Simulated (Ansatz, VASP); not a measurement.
**One calculation of Sn, two programs**

The input POSCAR:

```
Sn
1.0
    0.0000000000      3.2333428000      3.2333428000
    3.2333428000      0.0000000000      3.2333428000
    3.2333428000      3.2333428000      0.0000000000
Sn
2
Direct
    0.7500000000      0.7500000000      0.7500000000
    0.5000000000      0.5000000000      0.5000000000
```

File INCAR.step1:

```
  PREC = Accurate
  ENCUT = 520
  EDIFF = 1E-5
  ISMEAR = -1
  SIGMA = 0.05
  LREAL = False
  LASPH = True
  NELM = 60
  ALGO = Normal
  ISIF = 2
  LWAVE = True
  LCHARG = False
  NBANDS = 21
  GGA = PE
```

INCAR.step2

```
  PREC = Accurate
  ENCUT = 520
  EDIFF = 1E-6
  ISMEAR = -1
  SIGMA = 0.05
  LREAL = False
  LASPH = True
  NELM = 60
  ALGO = Normal
  ISIF = 2
  LWAVE = False
  LCHARG = False
  GGA = PE
  LHFCALC = True
  HFSCREEN = 0.2079
  PRECFOCK = Normal
  NBANDS = 21
  ISTART = 1
```

KPOINTS

```
regular mesh
0
Gamma
  4 4 4
```

input.yaml

```yaml
crystal:
  lattice:
    - [0.0, 3.2333428, 3.2333428]
    - [3.2333428, 0.0, 3.2333428]
    - [3.2333428, 3.2333428, 0.0]
  atoms:
    - { symbol: Sn, position: [0.75, 0.75, 0.75] }
    - { symbol: Sn, position: [0.5, 0.5, 0.5] }
hamiltonian:
  xc: hse06
  pseudopotentials: { kind: paw }
kpoints:
  mp_grid: { grid: [4, 4, 4] }
  band_path:
    path:
      - [[0.0, 0.0, 0.0], [0.5, 0.0, 0.5], [0.5, 0.25, 0.75], [0.375, 0.375, 0.75], [0.0, 0.0, 0.0], [0.5, 0.5, 0.5], [0.625, 0.25, 0.625], [0.5, 0.25, 0.75], [0.5, 0.5, 0.5], [0.375, 0.375, 0.75]]
      - [[0.625, 0.25, 0.625], [0.5, 0.0, 0.5]]
    npoints: 4
scf:
  occupations: { method: fermi_dirac, width: 0.05 }
  n_extra_bands: 6
output:
  forces: true
  stress: true
  eigenvalues: true
  fatbands: false
```

Alike in both runs: functional HSE06; k mesh 4 × 4 × 4; occupations fermi-dirac, width 0.05 eV; no spin polarisation.

```csv
,VASP,Ansatz
version,VASP 6.6.1,Ansatz 0.2.0
potentials or method,"VASP PAW PBE potentials, release 64 (Sn_d)",Ansatz PAW
plane-wave cutoff (eV),520,420
valence electrons in the cell,28,28
task,single point,band structure
```

|  | VASP | Ansatz | Ansatz less VASP |
| --- | --- | --- | --- |
| gap on the k mesh at the Fermi level (eV) | none | none | - |
| pressure (GPa) | 2.4 | 2.4 | +0.06 |

A gap of «none» marks a metal or a gap that the smearing closes. With one functional, cell and mesh, what is left measures potentials, basis and numerics.

The k mesh is coarse, so the values compare programs but aren't converged.
